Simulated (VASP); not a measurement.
# TiO2 (P4_2/mnm) in VASP: single point with PBEsol+U

Aim: the single point of TiO2 with PBEsol+U.

All numbers are computed with VASP 6.6.1; they aren't measurements. Logs are shortened: lines on timing, memory, paths and dates and some standing lists are left out, and cuts for length are marked.

## Step 1: The cell of the first run

It takes space group P4_2/mnm (No. 136, tetragonal). The conventional cell has a = 4.591 Å, b = 4.591 Å, c = 2.939 Å, α = 90.00°, β = 90.00°, γ = 90.00°. Within 2.6 Å of Ti (site symmetry mmm) lie 6 O at 1.94 to 1.98 Å. Within 2.6 Å of O (site symmetry m2m) lie 3 Ti at 1.94 to 1.98 Å and 1 O at 2.54 Å.

## Step 2: Single point, PBEsol+U

Input file INCAR:

```
PREC = Accurate
ENCUT = 600
EDIFF = 1E-6
ISMEAR = 0
SIGMA = 0.02
LREAL = False
LASPH = True
NELM = 200
ALGO = Normal
ISIF = 2
LWAVE = False
LCHARG = False
LMAXMIX = 4
LDAU = True
LDAUTYPE = 2
LDAUL = 2 -1
LDAUU = 3 0
LDAUJ = 0 0
LDAUPRINT = 1
GGA = PS
NBANDS = 33
GGA_COMPAT = False
```

Input file KPOINTS:

```
Automatic mesh
0
Gamma
  6 6 10
```

Input file POSCAR:

```
TiO2
1.0
    4.5912476233      0.0000000000      0.0000000000
    0.0000000000      4.5912476233      0.0000000000
    0.0000000000      0.0000000000      2.9389939992
Ti O
2 4
Direct
    0.0000000000      0.0000000000      0.0000000000
    0.5000000000      0.5000000000      0.5000000000
    0.3044387432      0.3044387432      0.0000000000
    0.1955612568      0.8044387432      0.5000000000
    0.6955612568      0.6955612568      0.0000000000
    0.8044387432      0.1955612568      0.5000000000
```

Potentials or basis: VASP PAW PBE potentials, release 64 (Ti_sv, O).

Started as:

```console
$ cat potpaw_PBE.64/Ti_sv/POTCAR potpaw_PBE.64/O/POTCAR > POTCAR
$ mpirun -np 1 vasp_std > vasp.out
```

OUTCAR:

```text
PREC = Accurate
   ENCUT = 600
   EDIFF = 1E-6
   ISMEAR = 0
   LREAL = False
   LASPH = True
   NELM = 200
   ISIF = 2
   GGA = PS

 ion  position               nearest neighbor table
   1  0.000  0.000  0.000-   4 1.94   6 1.94   4 1.94   6 1.94   5 1.98   3 1.98
   2  0.500  0.500  0.500-   3 1.94   5 1.94   3 1.94   5 1.94   4 1.98   6 1.98
   3  0.304  0.304  0.000-   2 1.94   2 1.94   1 1.98
   4  0.196  0.804  0.500-   1 1.94   1 1.94   2 1.98
   5  0.696  0.696  0.000-   2 1.94   2 1.94   1 1.98
   6  0.804  0.196  0.500-   1 1.94   1 1.94   2 1.98

  LATTYP: Found a simple tetragonal cell.
 ALAT       =     4.5912476233
 C/A-ratio  =     0.6401297077

  Lattice vectors:

 A1 = (   4.5912476233,   0.0000000000,   0.0000000000)
 A2 = (   0.0000000000,   4.5912476233,   0.0000000000)
 A3 = (   0.0000000000,   0.0000000000,   2.9389939992)

Analysis of symmetry for initial positions (statically):
=====================================================================
 Subroutine PRICEL returns:
 Original cell was already a primitive cell.

 Routine SETGRP: Setting up the symmetry group for a
 simple tetragonal supercell.

 Subroutine GETGRP returns: Found 16 space group operations
 (whereof  8 operations were pure point group operations)
 out of a pool of 16 trial point group operations.

The static configuration has the point symmetry D_2h.
 The point group associated with its full space group is D_4h.

Analysis of symmetry for dynamics (positions and initial velocities):
=====================================================================
 Subroutine PRICEL returns:
 Original cell was already a primitive cell.

 Routine SETGRP: Setting up the symmetry group for a
 simple tetragonal supercell.

 Subroutine GETGRP returns: Found 16 space group operations
 (whereof  8 operations were pure point group operations)
 out of a pool of 16 trial point group operations.

The dynamic configuration has the point symmetry D_2h.
 The point group associated with its full space group is D_4h.

 Subroutine INISYM returns: Found 16 space group operations
 (whereof  8 operations are pure point group operations),
 and found     1 'primitive' translations

----------------------------------------------------------------------------------------

                                     Primitive cell

  volume of cell :      61.9527

  direct lattice vectors                    reciprocal lattice vectors
     4.591247623  0.000000000  0.000000000     0.217805721  0.000000000  0.000000000
     0.000000000  4.591247623  0.000000000     0.000000000  0.217805721  0.000000000
     0.000000000  0.000000000  2.938993999     0.000000000  0.000000000  0.340252481

  length of vectors
     4.591247623  4.591247623  2.938993999     0.217805721  0.217805721  0.340252481

  position of ions in fractional coordinates (direct lattice)
     0.000000000  0.000000000  0.000000000
     0.500000000  0.500000000  0.500000000
     0.304438743  0.304438743  0.000000000
     0.195561257  0.804438743  0.500000000
     0.695561257  0.695561257  0.000000000
     0.804438743  0.195561257  0.500000000

  ion indices of the primitive-cell ions
   primitive index   ion index
                 1           1
                 2           2
                 3           3
                 4           4
                 5           5
                 6           6

----------------------------------------------------------------------------------------

 KPOINTS: Automatic mesh

Automatic generation of k-mesh.
 Grid dimensions read from file:
 generate k-points for:    6    6   10

 Generating k-lattice:

  Cartesian coordinates                     Fractional coordinates (reciprocal lattice)
     0.036300954  0.000000000  0.000000000     0.166666667  0.000000000  0.000000000
     0.000000000  0.036300954  0.000000000     0.000000000  0.166666667  0.000000000
     0.000000000  0.000000000  0.034025248     0.000000000  0.000000000  0.100000000

  Length of vectors
     0.036300954  0.036300954  0.034025248

  Shift w.r.t. Gamma in fractional coordinates (k-lattice)
     0.000000000  0.000000000  0.000000000

 Subroutine IBZKPT returns following result:
[... 58 lines left out ...]
   TEBEG  =    0.0;   TEEND  =   0.0 temperature during run
   PSTRESS=    0.0 pullay stress
   NELECT =      48.0000    total number of electrons
   NUPDOWN=      -1.0000    fix difference up-down
   EMIN   =  10.00;   EMAX   =-10.00  energy-range for DOS
   EFERMI =   0.00;   METHOD = LEGACY
   ISMEAR =     0;   SIGMA  =   0.02  broadening in eV -4-tet -1-fermi 0-gaus
   EFERMI_NEDOS =   21; number of points for ismear=-14 and -15
   IALGO  =     38    algorithm
   IMIX   =      4    mixing-type and parameters
     AMIX     =   0.40;   BMIX     =  1.00
     AMIX_MAG =   1.60;   BMIX_MAG =  1.00
  volume/ion in A,a.u.               =      10.33        69.68
  Fermi-wavevector in a.u.,A,eV,Ry     =   1.503610  2.841411 30.760636  2.260843
  Thomas-Fermi vector in A             =   2.614698
   LORBIT       =      0    0 simple, 1 ext, 2 COOP (PROOUT), +10 PAW based schemes
 LDA+U is selected, type is set to LDAUTYPE =  2
   angular momentum for each species LDAUL =     2   -1
   U (eV)           for each species LDAUU =   3.0  0.0
   J (eV)           for each species LDAUJ =   0.0  0.0
   GGA     = PS    functional components
   LHFCALC =     F    Hartree Fock is set to
   AEXX    =    0.0000 exact exchange contribution
   IVDW    =     0    specifies the selected vdW correction
   LEPSILON=     F    determine dielectric tensor
   LRPA    =     F    only Hartree local field effects (RPA)
 non-spin polarized calculation
 Gauss-broadening in eV      SIGMA  =   0.02
  energy-cutoff  :      600.00
  volume of cell :       61.95
 maximum number of plane-waves:      2092
 NGX is ok and might be reduce to    40
   NGX = 19   NGY = 19   NGZ = 11

atom =   1  type =  1  l = 2

 onsite density matrix

spin component  1

  0.2013  0.0000 -0.0737  0.0000  0.0000
  0.0000  0.1923  0.0000 -0.0860  0.0000
 -0.0737  0.0000  0.1379  0.0000 -0.0000
  0.0000 -0.0860  0.0000  0.1923  0.0000
  0.0000  0.0000 -0.0000  0.0000  0.1069

spin component  2

  0.2013  0.0000 -0.0737  0.0000  0.0000
  0.0000  0.1923  0.0000 -0.0860  0.0000
 -0.0737  0.0000  0.1379  0.0000 -0.0000
  0.0000 -0.0860  0.0000  0.1923  0.0000
  0.0000  0.0000 -0.0000  0.0000  0.1069

 occupancies and eigenvectors

  o =  0.0894  v = -0.5498  0.0000 -0.8353  0.0000 -0.0000  0.0000  0.0000  0.0000  0.0000  0.0000      0.0000  0.0000  0.0000  0.0000  0.0000  0.0000  0.0000  0.0000  0.0000  0.0000
  o =  0.0894  v =  0.0000  0.0000  0.0000  0.0000  0.0000 -0.5498  0.0000 -0.8353  0.0000 -0.0000      0.0000  0.0000  0.0000  0.0000  0.0000  0.0000  0.0000  0.0000  0.0000  0.0000
  o =  0.1063  v =  0.0000 -0.7071  0.0000 -0.7071 -0.0000  0.0000  0.0000  0.0000  0.0000  0.0000      0.0000  0.0000  0.0000  0.0000  0.0000  0.0000  0.0000  0.0000  0.0000  0.0000
  o =  0.1063  v =  0.0000  0.0000  0.0000  0.0000  0.0000  0.0000 -0.7071  0.0000 -0.7071 -0.0000      0.0000  0.0000  0.0000  0.0000  0.0000  0.0000  0.0000  0.0000  0.0000  0.0000
  o =  0.1069  v = -0.0000 -0.0000 -0.0000  0.0000  1.0000  0.0000  0.0000  0.0000  0.0000  0.0000      0.0000  0.0000  0.0000  0.0000  0.0000  0.0000  0.0000  0.0000  0.0000  0.0000
  o =  0.1069  v =  0.0000  0.0000  0.0000  0.0000  0.0000 -0.0000 -0.0000 -0.0000  0.0000  1.0000      0.0000  0.0000  0.0000  0.0000  0.0000  0.0000  0.0000  0.0000  0.0000  0.0000
  o =  0.2498  v = -0.8353  0.0000  0.5498  0.0000 -0.0000  0.0000  0.0000  0.0000  0.0000  0.0000      0.0000  0.0000  0.0000  0.0000  0.0000  0.0000  0.0000  0.0000  0.0000  0.0000
  o =  0.2498  v =  0.0000  0.0000  0.0000  0.0000  0.0000 -0.8353  0.0000  0.5498  0.0000 -0.0000      0.0000  0.0000  0.0000  0.0000  0.0000  0.0000  0.0000  0.0000  0.0000  0.0000
  o =  0.2783  v =  0.0000  0.0000  0.0000  0.0000  0.0000  0.0000  0.7071  0.0000 -0.7071  0.0000      0.0000  0.0000  0.0000  0.0000  0.0000  0.0000  0.0000  0.0000  0.0000  0.0000
  o =  0.2783  v =  0.0000  0.7071  0.0000 -0.7071  0.0000  0.0000  0.0000  0.0000  0.0000  0.0000      0.0000  0.0000  0.0000  0.0000  0.0000  0.0000  0.0000  0.0000  0.0000  0.0000

atom =   2  type =  1  l = 2

 onsite density matrix

spin component  1

  0.2013  0.0000  0.0737  0.0000  0.0000
  0.0000  0.1923  0.0000  0.0860  0.0000
  0.0737  0.0000  0.1379  0.0000  0.0000
  0.0000  0.0860  0.0000  0.1923  0.0000
  0.0000  0.0000  0.0000  0.0000  0.1069

spin component  2

  0.2013  0.0000  0.0737  0.0000  0.0000
  0.0000  0.1923  0.0000  0.0860  0.0000
  0.0737  0.0000  0.1379  0.0000  0.0000
  0.0000  0.0860  0.0000  0.1923  0.0000
  0.0000  0.0000  0.0000  0.0000  0.1069

 occupancies and eigenvectors

  o =  0.0894  v = -0.5498  0.0000  0.8353  0.0000 -0.0000  0.0000  0.0000  0.0000  0.0000  0.0000      0.0000  0.0000  0.0000  0.0000  0.0000  0.0000  0.0000  0.0000  0.0000  0.0000
  o =  0.0894  v =  0.0000  0.0000  0.0000  0.0000  0.0000 -0.5498  0.0000  0.8353  0.0000 -0.0000      0.0000  0.0000  0.0000  0.0000  0.0000  0.0000  0.0000  0.0000  0.0000  0.0000
  o =  0.1063  v =  0.0000 -0.7071  0.0000  0.7071  0.0000  0.0000  0.0000  0.0000  0.0000  0.0000      0.0000  0.0000  0.0000  0.0000  0.0000  0.0000  0.0000  0.0000  0.0000  0.0000
  o =  0.1063  v =  0.0000  0.0000  0.0000  0.0000  0.0000  0.0000 -0.7071  0.0000  0.7071  0.0000      0.0000  0.0000  0.0000  0.0000  0.0000  0.0000  0.0000  0.0000  0.0000  0.0000
  o =  0.1069  v = -0.0000 -0.0000  0.0000  0.0000  1.0000  0.0000  0.0000  0.0000  0.0000  0.0000      0.0000  0.0000  0.0000  0.0000  0.0000  0.0000  0.0000  0.0000  0.0000  0.0000
  o =  0.1069  v =  0.0000  0.0000  0.0000  0.0000  0.0000 -0.0000 -0.0000  0.0000  0.0000  1.0000      0.0000  0.0000  0.0000  0.0000  0.0000  0.0000  0.0000  0.0000  0.0000  0.0000
  o =  0.2498  v = -0.8353  0.0000 -0.5498  0.0000 -0.0000  0.0000  0.0000  0.0000  0.0000  0.0000      0.0000  0.0000  0.0000  0.0000  0.0000  0.0000  0.0000  0.0000  0.0000  0.0000
  o =  0.2498  v =  0.0000  0.0000  0.0000  0.0000  0.0000 -0.8353  0.0000 -0.5498  0.0000 -0.0000      0.0000  0.0000  0.0000  0.0000  0.0000  0.0000  0.0000  0.0000  0.0000  0.0000
  o =  0.2783  v =  0.0000  0.0000  0.0000  0.0000  0.0000  0.0000 -0.7071  0.0000 -0.7071  0.0000      0.0000  0.0000  0.0000  0.0000  0.0000  0.0000  0.0000  0.0000  0.0000  0.0000
  o =  0.2783  v =  0.0000 -0.7071  0.0000 -0.7071  0.0000  0.0000  0.0000  0.0000  0.0000  0.0000      0.0000  0.0000  0.0000  0.0000  0.0000  0.0000  0.0000  0.0000  0.0000  0.0000

 number of electron      47.9999991 magnetization

 Free energy of the ion-electron system (eV)
  ---------------------------------------------------
  ext. energy  EPLUGINS =         0.00000000
  ---------------------------------------------------
  free energy    TOTEN  =       -52.02445238 eV

  energy without entropy =      -52.02445238  energy(sigma->0) =      -52.02445238

 E-fermi :   5.1158     XC(G=0): -11.7505

 val. band max:        5.0319530765   @ k =   0.0000   0.0000   0.0000
 cond. band min:       7.2485993540   @ k =   0.0000   0.0000   0.0000
 fundamental gap:      2.2166462775
 Fermi energy:         5.1158318457

 k-point     1 :       0.0000    0.0000    0.0000
  band No.  band energies     occupation
      1     -52.3675      2.00000
      2     -52.3501      2.00000
      3     -28.7560      2.00000
      4     -28.7560      2.00000
      5     -28.5945      2.00000
      6     -28.5945      2.00000
[... 853 lines left out ...]
     32      10.4001      0.00000
     33      11.5996      0.00000

 [... further k-points ...]

------------------------ aborting loop because EDIFF is reached ----------------------------------------

  FORCE on cell =-STRESS in cart. coord.  units (eV):
  Direction    XX          YY          ZZ          XY          YZ          ZX
  --------------------------------------------------------------------------------------
  -------------------------------------------------------------------------------------
  Total        1.9035087      1.9035087      3.5853588     -0.0000000      0.0000000      0.0000000
  in kB       49.2272204     49.2272204     92.7220616     -0.0000000      0.0000000      0.0000000
  external PRESSURE =      63.7255008 kB  Pullay stress =       0.0000000 kB

 VOLUME and BASIS-vectors are now :
 -----------------------------------------------------------------------------
  energy-cutoff  :      600.00
  volume of cell :       61.95
      direct lattice vectors                 reciprocal lattice vectors
     4.591247623  0.000000000  0.000000000     0.217805721  0.000000000  0.000000000
     0.000000000  4.591247623  0.000000000     0.000000000  0.217805721  0.000000000
     0.000000000  0.000000000  2.938993999     0.000000000  0.000000000  0.340252481

 POSITION                                       TOTAL-FORCE (eV/Angst)
 -----------------------------------------------------------------------------------
      0.00000      0.00000      0.00000        -0.000000     -0.000000      0.000000
      2.29562      2.29562      1.46950        -0.000000     -0.000000      0.000000
      1.39775      1.39775      0.00000        -0.086689     -0.086689      0.000000
      0.89787      3.69338      1.46950         0.086689     -0.086689      0.000000
      3.19349      3.19349      0.00000         0.086689      0.086689     -0.000000
      3.69338      0.89787      1.46950        -0.086689      0.086689     -0.000000
 -----------------------------------------------------------------------------------
    total drift:                                0.000000     -0.000000     -0.000000

  FREE ENERGIE OF THE ION-ELECTRON SYSTEM (eV)
  ---------------------------------------------------
  free  energy   TOTEN  =       -52.0244523799 eV

  energy  without entropy=      -52.0244523799  energy(sigma->0) =      -52.02445238
```

Wall time 3.3 min (1 thread of Oxide Virtual Turin-like, shared host); peak memory 0.23 GiB.

What came out:

```
Free energy            : -52.0245 eV
Pressure               : 6.4 GPa
Largest force          : 0.123 eV/Å
Band gap on the k mesh : 2.22 eV
```

Forces in eV/Å, atoms in the order of the input:
```
Ti   0.000  0.000  0.000
Ti   0.000  0.000  0.000
O   -0.087 -0.087  0.000
O    0.087 -0.087  0.000
O    0.087  0.087  0.000
O   -0.087  0.087  0.000
```

Stress tensor (GPa, compression positive):
```
4.92 0.00 0.00
0.00 4.92 0.00
0.00 0.00 9.27
```

Eigenvalues of the final occupation matrices:
```tsv
site	spin	trace	eigenvalues
site 1 d	1	0.83	0.09 0.11 0.11 0.25 0.28
site 1 d	2	0.83	0.09 0.11 0.11 0.25 0.28
site 2 d	1	0.83	0.09 0.11 0.11 0.25 0.28
site 2 d	2	0.83	0.09 0.11 0.11 0.25 0.28
```

Caveat: the cell stands under pressure; the PAW data sets were made with another functional, which shifts forces and pressure a little. A k mesh can miss the band edges.
